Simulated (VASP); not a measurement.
# GaCuSe2 (I-42d) in VASP: single point with PBE

Aim: the single point of GaCuSe2 with PBE.

Program: VASP 6.6.1. These are calculated values, not measurements. Logs are shortened: lines on timing, memory, paths and dates and some standing lists are left out, and cuts for length are marked.

**1. The cell of the first run**

The structure is tetragonal, space group I-42d (No. 122). Conventional cell: a = 5.619 Å, b = 5.619 Å, c = 11.026 Å, α = 90.00°, β = 90.00°, γ = 90.00°. Within 3.2 Å of Ga (site symmetry -4) lie 4 Se at 2.42 Å. Cu (site symmetry -4) has 4 Se at 2.42 Å within 3.2 Å. Se (site symmetry 2) has 2 Ga at 2.42 Å and 2 Cu at 2.42 Å within 3.2 Å.

**2. Single point, PBE**

File INCAR:

```
  ALGO = Normal
  EDIFF = 1E-6
  ENCUT = 520
  GGA = PE
  ISIF = 2
  ISMEAR = -1
  LASPH = T
  LCHARG = T
  LELF = T
  LREAL = F
  LVHAR = T
  LWAVE = F
  NBANDS = 46
  NELM = 100
  PREC = Accurate
  SIGMA = 0.05
```

File KPOINTS:

```
k-points
0
Gamma
  4 4 4
```

File POSCAR:

```
GaCuSe2
1.0
   -2.8095500000      2.8095500000      5.5130000000
    2.8095500000     -2.8095500000      5.5130000000
    2.8095500000      2.8095500000     -5.5130000000
Ga Cu Se
2 2 4
Direct
    0.5000000000      0.5000000000      0.0000000000
    0.2500000000      0.7500000000      0.5000000000
    0.0000000000      0.0000000000      0.0000000000
    0.7500000000      0.2500000000      0.5000000000
    0.3750000000      0.3756199996      0.5006199996
    0.6243800004      0.1250000000      0.9993800004
    0.8750000000      0.8743800004      0.4993800004
    0.1256199996      0.6250000000      0.0006199996
```

Potentials or basis: VASP PAW PBE potentials, release 64 (Ga_d, Cu, Se).

The run is started by

```console
> cat potpaw_PBE.64/Ga_d/POTCAR potpaw_PBE.64/Cu/POTCAR potpaw_PBE.64/Se/POTCAR > POTCAR
> mpirun -np 1 vasp_std > vasp.out
```

OUTCAR:

```text
EDIFF = 1E-6
   ENCUT = 520
   GGA = PE
   ISIF = 2
   ISMEAR = -1
   LASPH = T
   LREAL = F
   NELM = 100
   PREC = Accurate

 ion  position               nearest neighbor table
   1  0.500  0.500  0.000-   5 2.42   6 2.42   8 2.42   7 2.42
   2  0.250  0.750  0.500-   5 2.42   7 2.42   8 2.42   6 2.42
   3  0.000  0.000  0.000-   5 2.42   6 2.42   7 2.42   8 2.42
   4  0.750  0.250  0.500-   8 2.42   7 2.42   6 2.42   5 2.42
   5  0.375  0.376  0.501-   1 2.42   2 2.42   3 2.42   4 2.42
   6  0.624  0.125  0.999-   1 2.42   2 2.42   4 2.42   3 2.42
   7  0.875  0.874  0.499-   2 2.42   1 2.42   3 2.42   4 2.42
   8  0.126  0.625  0.001-   1 2.42   2 2.42   4 2.42   3 2.42

  LATTYP: Found a body centered tetragonal cell.
 ALAT       =     5.6191000000
 C/A-ratio  =     1.9622359453

  Lattice vectors:

 A1 = (  -2.8095500000,   2.8095500000,   5.5130000000)
 A2 = (   2.8095500000,  -2.8095500000,   5.5130000000)
 A3 = (   2.8095500000,   2.8095500000,  -5.5130000000)

Analysis of symmetry for initial positions (statically):
=====================================================================
 Subroutine PRICEL returns:
 Original cell was already a primitive cell.

 Routine SETGRP: Setting up the symmetry group for a
 body centered tetragonal supercell.

 Subroutine GETGRP returns: Found  8 space group operations
 (whereof  4 operations were pure point group operations)
 out of a pool of 16 trial point group operations.

The static configuration has the point symmetry S_4 .
 The point group associated with its full space group is D_2d.

Analysis of symmetry for dynamics (positions and initial velocities):
=====================================================================
 Subroutine PRICEL returns:
 Original cell was already a primitive cell.

 Routine SETGRP: Setting up the symmetry group for a
 body centered tetragonal supercell.

 Subroutine GETGRP returns: Found  8 space group operations
 (whereof  4 operations were pure point group operations)
 out of a pool of 16 trial point group operations.

The dynamic configuration has the point symmetry S_4 .
 The point group associated with its full space group is D_2d.

 Subroutine INISYM returns: Found  8 space group operations
 (whereof  4 operations are pure point group operations),
 and found     1 'primitive' translations

----------------------------------------------------------------------------------------

                                     Primitive cell

  volume of cell :     174.0690

  direct lattice vectors                    reciprocal lattice vectors
    -2.809550000  2.809550000  5.513000000     0.000000000  0.177964443  0.090694722
     2.809550000 -2.809550000  5.513000000     0.177964443  0.000000000  0.090694722
     2.809550000  2.809550000 -5.513000000     0.177964443  0.177964443  0.000000000

  length of vectors
     6.795609715  6.795609715  6.795609715     0.199742022  0.199742022  0.251679728

  position of ions in fractional coordinates (direct lattice)
     0.500000000  0.500000000  0.000000000
     0.250000000  0.750000000  0.500000000
     0.000000000  0.000000000  0.000000000
     0.750000000  0.250000000  0.500000000
     0.375000000  0.375620000  0.500620000
     0.624380000  0.125000000  0.999380000
     0.875000000  0.874380000  0.499380000
     0.125620000  0.625000000  0.000620000

  ion indices of the primitive-cell ions
   primitive index   ion index
                 1           1
                 2           2
                 3           3
                 4           4
                 5           5
                 6           6
                 7           7
                 8           8

----------------------------------------------------------------------------------------

 KPOINTS: k-points

Automatic generation of k-mesh.
 Grid dimensions read from file:
 generate k-points for:    4    4    4

 Generating k-lattice:

  Cartesian coordinates                     Fractional coordinates (reciprocal lattice)
     0.000000000  0.044491111  0.022673680     0.250000000  0.000000000  0.000000000
     0.044491111  0.000000000  0.022673680     0.000000000  0.250000000  0.000000000
     0.044491111  0.044491111  0.000000000     0.000000000  0.000000000  0.250000000

  Length of vectors
     0.049935506  0.049935506  0.062919932

  Shift w.r.t. Gamma in fractional coordinates (k-lattice)
     0.000000000  0.000000000  0.000000000

 Subroutine IBZKPT returns following result:
 ===========================================

 Found     13 irreducible k-points:

 Following reciprocal coordinates:
            Coordinates               Weight
  0.000000  0.000000  0.000000      1.000000
  0.250000  0.000000  0.000000      8.000000
  0.500000  0.000000  0.000000      4.000000
  0.250000  0.250000  0.000000      8.000000
  0.500000  0.250000  0.000000     16.000000
 -0.250000  0.250000  0.000000      4.000000
  0.500000  0.500000  0.000000      2.000000
  0.250000  0.250000  0.250000      2.000000
 -0.250000  0.250000  0.250000      4.000000
  0.500000  0.500000  0.250000      4.000000
 -0.250000  0.500000  0.250000      8.000000
 -0.250000 -0.250000  0.250000      2.000000
  0.500000  0.500000  0.500000      1.000000
   k-points           NKPTS =     13   k-points in BZ     NKDIM =     13   number of bands    NBANDS=     46
   number of dos      NEDOS =    301   number of ions     NIONS =      8
   total plane-waves  NPLWV = 157464
   dimension x,y,z NGX =    54 NGY =   54 NGZ =   54
   dimension x,y,z NGXF=   108 NGYF=  108 NGZF=  108
   ions per type =               2   2   4
   NGX,Y,Z   is equivalent  to a cutoff of  13.21, 13.21, 13.21 a.u.
   NGXF,Y,Z  is equivalent  to a cutoff of  26.42, 26.42, 26.42 a.u.
 SYSTEM =  unknown system
   PREC   = accura    normal or accurate (medium, high low for compatibility)
   ISTART =      0    job   : 0-new  1-cont  2-samecut
   ICHARG =      2    charge: 1-file 2-atom 10-const
   ISPIN  =      1    spin polarized calculation?
   LNONCOLLINEAR =      F non collinear calculations
   LSORBIT =      F    spin-orbit coupling
   LASPH  =      T    aspherical Exc in radial PAW
   ENCUT  =  520.0 eV  38.22 Ry    6.18 a.u.  12.64 12.64 12.64*2*pi/ulx,y,z
   NELM   =    100;   NELMIN=  2; NELMDL= -5     # of ELM steps
   EDIFF  = 0.1E-05   stopping-criterion for ELM
   LREAL  =      F    real-space projection
   EDIFFG = 0.1E-04   stopping-criterion for IOM
   NSW    =      0    number of steps for IOM
   IBRION =     -1    ionic relax: 0-MD 1-quasi-New 2-CG
   NFREE  =      0    steps in history (QN), initial steepest desc. (CG)
   ISIF   =      2    stress and relaxation
   ISYM   =      2    0-nonsym 1-usesym 2-fastsym
   POTIM  = 0.5000    time-step for ionic-motion
   TEBEG  =    0.0;   TEEND  =   0.0 temperature during run
   PSTRESS=    0.0 pullay stress
   NELECT =      72.0000    total number of electrons
   NUPDOWN=      -1.0000    fix difference up-down
   EMIN   =  10.00;   EMAX   =-10.00  energy-range for DOS
   EFERMI =   0.00;   METHOD = LEGACY
   ISMEAR =    -1;   SIGMA  =   0.05  broadening in eV -4-tet -1-fermi 0-gaus
   EFERMI_NEDOS =   21; number of points for ismear=-14 and -15
   IALGO  =     38    algorithm
   IMIX   =      4    mixing-type and parameters
     AMIX     =   0.40;   BMIX     =  1.00
     AMIX_MAG =   1.60;   BMIX_MAG =  1.00
  volume/ion in A,a.u.               =      21.76       146.83
  Fermi-wavevector in a.u.,A,eV,Ry     =   1.219772  2.305034 20.243327  1.487843
  Thomas-Fermi vector in A             =   2.355012
   LORBIT       =      0    0 simple, 1 ext, 2 COOP (PROOUT), +10 PAW based schemes
   GGA     = PE    functional components
   LHFCALC =     F    Hartree Fock is set to
   AEXX    =    0.0000 exact exchange contribution
   IVDW    =     0    specifies the selected vdW correction
   LEPSILON=     F    determine dielectric tensor
   LRPA    =     F    only Hartree local field effects (RPA)
 non-spin polarized calculation
  energy-cutoff  :      520.00
  volume of cell :      174.07
 maximum number of plane-waves:      4733
 NGX is ok and might be reduce to    54
   NGX = 25   NGY = 25   NGZ = 25

 number of electron      72.0000027 magnetization

 Free energy of the ion-electron system (eV)
  ---------------------------------------------------
  ext. energy  EPLUGINS =         0.00000000
  ---------------------------------------------------
  free energy    TOTEN  =       -31.02361694 eV

  energy without entropy =      -31.02259976  energy(sigma->0) =      -31.02310835

 E-fermi :   4.1681     XC(G=0):  -9.6338

 val. band max:        4.0356889840   @ k =   0.0000   0.0000   0.0000
 cond. band min:       4.2880930720   @ k =   0.0000   0.0000   0.0000
 fundamental gap:      0.2524040880
 Fermi energy:         4.1680869576

 k-point     1 :       0.0000    0.0000    0.0000
  band No.  band energies     occupation
      1     -11.5478      2.00000
      2     -11.5478      2.00000
      3     -11.5473      2.00000
      4     -11.3905      2.00000
      5     -11.3756      2.00000
      6     -11.3756      2.00000
[... 38 lines left out ...]
     45       8.8729      0.00000
     46       9.1239      0.00000

 k-point     2 :       0.2500    0.0000    0.0000
  band No.  band energies     occupation
      1     -11.5568      2.00000
      2     -11.5498      2.00000
      3     -11.5369      2.00000
      4     -11.4109      2.00000
      5     -11.3858      2.00000
      6     -11.3734      2.00000
[... 38 lines left out ...]
     45       9.2218      0.00000
     46       9.7104      0.00000

 k-point     3 :       0.5000    0.0000    0.0000
  band No.  band energies     occupation
      1     -11.5638      2.00000
      2     -11.5533      2.00000
      3     -11.5225      2.00000
      4     -11.4378      2.00000
      5     -11.3875      2.00000
      6     -11.3716      2.00000
[... 479 lines left out ...]
     45       9.3435      0.00000
     46       9.3435      0.00000

 k-point    13 :       0.5000    0.5000    0.5000
  band No.  band energies     occupation
      1     -11.5514      2.00000
      2     -11.5514      2.00000
      3     -11.4929      2.00000
      4     -11.4929      2.00000
      5     -11.3672      2.00000
      6     -11.3672      2.00000
[... 38 lines left out ...]
     45      10.7542      0.00000
     46      10.7576      0.00000

------------------------ aborting loop because EDIFF is reached ----------------------------------------

  FORCE on cell =-STRESS in cart. coord.  units (eV):
  Direction    XX          YY          ZZ          XY          YZ          ZX
  --------------------------------------------------------------------------------------
  -------------------------------------------------------------------------------------
  Total        3.2393645      3.2393645      3.4007026      0.0000000     -0.0000000      0.0000000
  in kB       29.8159659     29.8159659     31.3009647      0.0000000     -0.0000000      0.0000000
  external PRESSURE =      30.3109655 kB  Pullay stress =       0.0000000 kB

 VOLUME and BASIS-vectors are now :
 -----------------------------------------------------------------------------
  energy-cutoff  :      520.00
  volume of cell :      174.07
      direct lattice vectors                 reciprocal lattice vectors
    -2.809550000  2.809550000  5.513000000     0.000000000  0.177964443  0.090694722
     2.809550000 -2.809550000  5.513000000     0.177964443  0.000000000  0.090694722
     2.809550000  2.809550000 -5.513000000     0.177964443  0.177964443  0.000000000

 POSITION                                       TOTAL-FORCE (eV/Angst)
 -----------------------------------------------------------------------------------
      0.00000      0.00000      5.51300         0.000000      0.000000      0.000000
      2.80955     -0.00000      2.75650         0.000000      0.000000      0.000000
      0.00000      0.00000      0.00000         0.000000     -0.000000     -0.000000
     -0.00000      2.80955      2.75650         0.000000      0.000000      0.000000
      1.40826      1.40478      1.37825        -0.373457      0.000000     -0.000000
      1.40478      4.21084     -1.37825         0.000000      0.373457      0.000000
      1.40129      1.40478      6.89125         0.373457      0.000000      0.000000
      1.40478     -1.40129      4.13475         0.000000     -0.373457     -0.000000
 -----------------------------------------------------------------------------------
    total drift:                               -0.000001     -0.000001     -0.000004

  FREE ENERGIE OF THE ION-ELECTRON SYSTEM (eV)
  ---------------------------------------------------
  free  energy   TOTEN  =       -31.0236169435 eV

  energy  without entropy=      -31.0225997623  energy(sigma->0) =      -31.02310835
```

Run time: 3.9 min. Hardware: 1 thread of AMD EPYC 7R13 (Zen 3), shared host; peak memory 0.4 GiB.

What came out:

| Property | Result |
| --- | --- |
| Free energy | -31.0236 eV |
| Pressure | 3.0 GPa |
| Largest force | 0.373 eV/Å |
| Band gap on the k mesh | 0.25 eV, direct |

Forces on the atoms (eV/Å):
```
Ga   0.000  0.000  0.000
Ga   0.000  0.000  0.000
Cu   0.000  0.000  0.000
Cu   0.000  0.000  0.000
Se  -0.373  0.000  0.000
Se   0.000  0.373  0.000
Se   0.373  0.000  0.000
Se   0.000 -0.373  0.000
```

Stress tensor (GPa, compression positive):
```
2.98 0.00 0.00
0.00 2.98 0.00
0.00 0.00 3.13
```

Levels at points of the mesh, in eV from the valence-band top:
| k point | band 33 | band 34 | band 35 | band 36 | band 37 | band 38 | band 39 | band 40 |
| --- | --- | --- | --- | --- | --- | --- | --- | --- |
| (0.00, 0.00, 0.00) | -1.54 | -0.13 | -0.13 | 0.00 | 0.25 | 1.92 | 2.28 | 4.00 |
| (0.50, 0.00, 0.00) | -1.34 | -1.22 | -1.10 | -0.56 | 2.21 | 2.60 | 3.24 | 4.16 |
| (0.50, 0.50, 0.00) | -0.82 | -0.82 | -0.50 | -0.50 | 1.20 | 1.20 | 3.34 | 3.34 |
| (0.50, 0.50, 0.50) | -1.23 | -1.23 | -0.91 | -0.91 | 1.88 | 1.88 | 1.97 | 1.97 |
